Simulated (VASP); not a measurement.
Runs of VASP 6.6.1 on CuRu4. The structure is that of space group P6/mmm (No. 191), or close to it. The cells are those of the table. 

```csv
potentials or basis,cell,k mesh,cutoff (eV),second run,gap on the mesh (eV),pressure (GPa),largest force (eV/Å)
"VASP PAW PBE potentials, release 64 (Cu, Ru_pv)","a = 4.081, b = 4.081, c = 7.418 Å, angles 90.0, 90.0, 120.0°, 5 atoms",6 × 6 × 2,520,-,none,(a),0.09
"VASP PAW PBE potentials, release 64 (Cu, Ru_pv)","a = 4.098, b = 4.098, c = 7.366 Å, angles 90.0, 90.0, 120.0°, 5 atoms",6 × 6 × 4,520,-,none,(b),0.08
"VASP PAW PBE potentials, release 64 (Cu_sv_GW, Ru_sv)","a = 4.081, b = 4.081, c = 7.418 Å, angles 90.0, 90.0, 120.0°, 5 atoms",6 × 6 × 2,700,valence_matched,none,-1.0,0.02
"VASP PAW PBE potentials, release 64 (Cu, Ru_pv)","a = 3.283, b = 3.283, c = 7.993 Å, angles 90.0, 90.0, 120.0°, 5 atoms",6 × 6 × 2,520,-,none,290.2,44.55
```

Alike in all rows: task single point; level PBE; no spin polarisation; smearing gaussian 0.1 eV.

Problem. Fill in the values left out.

Solution. (a) -0.1; (b) 0.0.

Caveats: some runs use coarse meshes; forces of over 1 eV/Å act on the atoms, so gaps and moduli don't describe the material at rest (some runs).

A k mesh can miss the band edges, and the runs leave out spin-orbit coupling on Ru.

A gap of «none» marks levels without a gap at the run's occupations.

The runs don't all hold the same shells in valence.
